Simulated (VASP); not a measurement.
Write the native input for VASP 6.6.1 that does the following.

| Property | Result |
| --- | --- |
| Task | single point |
| Functional | r2SCAN |
| Potentials or basis | VASP PAW PBE potentials, release 64 (Hf_pv, O) |
| Cutoff | 520 eV |
| k mesh | 8 × 8 × 8 |
| Occupations | gaussian, width 0.05 eV |
| Spin | no spin polarisation |
| Dipole correction | no |
| Further INCAR settings | ALGO = Normal; EDIFF = 1e-06; NBANDS = 18 |

HfO2:

```
Hf O
1.0
     0.32089    2.72759    2.72759
     2.72759    0.32089    2.72759
     2.72759    2.72759    0.32089
Hf O
1 2
Direct
  0.00000 0.00000 0.00000
  0.25000 0.25000 0.25000
  0.75000 0.75000 0.75000
```

This cell differs from its parent crystal: ratio of the length along [111] to the lengths across it x 1.2, volume and fractional coordinates fixed.

The input as run:

POSCAR

```
HfO2
1.0
    0.3208932858      2.7275929297      2.7275929297
    2.7275929297      0.3208932858      2.7275929297
    2.7275929297      2.7275929297      0.3208932858
Hf O
1 2
Direct
    0.0000000000      0.0000000000      0.0000000000
    0.2500000000      0.2500000000      0.2500000000
    0.7500000000      0.7500000000      0.7500000000
```

INCAR.step1

```
ALGO = Normal
EDIFF = 1E-4
ENCUT = 520
GGA = PE
ISMEAR = 0
LASPH = T
LCHARG = F
LREAL = F
LWAVE = T
NBANDS = 18
NELM = 100
PREC = Accurate
SIGMA = 0.05
```

INCAR.step2

```
ALGO = Normal
EDIFF = 1E-6
ENCUT = 520
ISIF = 2
ISMEAR = 0
ISTART = 1
LASPH = T
LCHARG = F
LMIXTAU = T
LREAL = F
LWAVE = F
METAGGA = R2SCAN
NBANDS = 18
NELM = 100
PREC = Accurate
SIGMA = 0.05
```

KPOINTS

```
k-points
0
Gamma
  8 8 8
```

Potentials or basis: VASP PAW PBE potentials, release 64 (Hf_pv, O).

The run is started by

```bash
$ cat potpaw_PBE.64/Hf_pv/POTCAR potpaw_PBE.64/O/POTCAR > POTCAR
$ cp INCAR.step1 INCAR
$ mpirun -np 1 vasp_std > vasp.out
$ cp INCAR.step2 INCAR
$ mpirun -np 1 vasp_std > vasp.out
```

Results of the run:

* Pressure: -4.2 GPa
* Largest force: 0.223 eV/Å
* Band gap on the k mesh: 4.46 eV, direct

Caveat: the PAW data sets were made with another functional, which shifts forces and pressure a little; spin-orbit coupling is left out, which moves the levels of the heavy elements.

Wall time 84 s on 1 thread of Intel(R) Xeon(R) 6975P-C (Granite Rapids), on a shared host, peak memory 0.19 GiB.
